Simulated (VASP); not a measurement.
Write the native input for VASP 6.6.1 that does the following.

```yaml
Task: single point
Functional: PBE
Dispersion: D3(BJ)
Potentials_or_basis: VASP PAW PBE potentials, release 64 (Ge_d, Cl)
Cutoff: 520 eV
k_mesh: 6 × 6 × 2
Occupations: gaussian, width 0.1 eV
Spin: no spin polarisation
Dipole_correction: no
Further_INCAR_settings: ALGO = Normal; EDIFF = 1e-06; NBANDS = 37
```

The structure of GeCl2 lies in POSCAR:

```
GeCl2
1.0
    3.5399982200      0.0000000000      0.0000000000
   -1.7699991100      3.0657283900      0.0000000000
    0.0000000000      0.0000000000     11.7599999700
Ge Cl
2 4
Direct
    0.0000000000      0.0000000000      0.0000000000
    0.0000000000      0.0000000000      0.5000000000
    0.6666666700      0.3333333300      0.1237244900
    0.3333333300      0.6666666700      0.8762755100
    0.6666666700      0.3333333300      0.3762755100
    0.3333333300      0.6666666700      0.6237244900
```

The input as run:

INCAR

```
SYSTEM = GeCl2
PREC = Accurate
ENCUT = 520
EDIFF = 1E-6
ISMEAR = 0
SIGMA = 0.1
LREAL = .False.
LASPH = .True.
NELM = 100
ALGO = Normal
ISIF = 2
LWAVE = .False.
LCHARG = .True.
GGA = PE
IVDW = 12
LELF = .True.
LVHAR = .True.
NBANDS = 37
```

KPOINTS

```
regular mesh
0
Gamma
  6 6 2
  0 0 0
```

Potentials or basis: VASP PAW PBE potentials, release 64 (Ge_d, Cl).

The run is started by

```sh
$ cat potpaw_PBE.64/Ge_d/POTCAR potpaw_PBE.64/Cl/POTCAR > POTCAR
$ mpirun -np 1 vasp_std > vasp.out
```

It gave:

```json
{"Pressure": "14.2 GPa", "Largest force": "0.951 eV/Å", "Band gap on the k mesh": "2.01 eV (least direct gap 2.17 eV)", "Dispersion energy per atom": "-0.243 eV"}
```

Caveat: the cell stands under pressure.

Run time: 100 s on 1 thread of Intel Xeon 8259CL (shared host), peak memory 0.27 GiB.
